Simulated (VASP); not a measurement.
A run of VASP 6.6.1 is set up as follows.

The input INCAR:

```
SYSTEM = BaH2
PREC = Accurate
ENCUT = 520
EDIFF = 1E-7
ISMEAR = 0
SIGMA = 0.02
LREAL = .False.
LASPH = .True.
NELM = 80
ALGO = Normal
ISIF = 2
LWAVE = .False.
LCHARG = .False.
GGA = PS
NBANDS = 21
```

The input KPOINTS:

```
regular mesh
0
Gamma
  9 9 6
  0 0 0
```

POSCAR

```
BaH2
1.0
    4.4420077455      0.0000000000      0.0000000000
   -2.2210038727      3.8468915514      0.0000000000
    0.0000000000      0.0000000000      5.9854151165
Ba H
2 4
Direct
    0.6666666667      0.3333333333      0.7500000000
    0.3333333333      0.6666666667      0.2500000000
    0.3333333333      0.6666666667      0.7500000000
    0.6666666667      0.3333333333      0.2500000000
    0.0000000000      0.0000000000      0.5000000000
    0.0000000000      0.0000000000      0.0000000000
```

Potentials or basis: VASP PAW PBE potentials, release 64 (Ba_sv, H).

Launch:

```sh
$ cat potpaw_PBE.64/Ba_sv/POTCAR potpaw_PBE.64/H/POTCAR > POTCAR
$ mpirun -np 1 vasp_std > vasp.out
```

Question: Predict the pressure.

Answer: -1.2 GPa.

Question: What does it give for the band gap on the k mesh?

Answer: 1.45 eV (least direct gap 2.52 eV).

Caveat: the PAW data sets were made with another functional, which shifts forces and pressure a little; spin-orbit coupling is left out, which moves the levels of the heavy elements. A k mesh can miss the band edges.
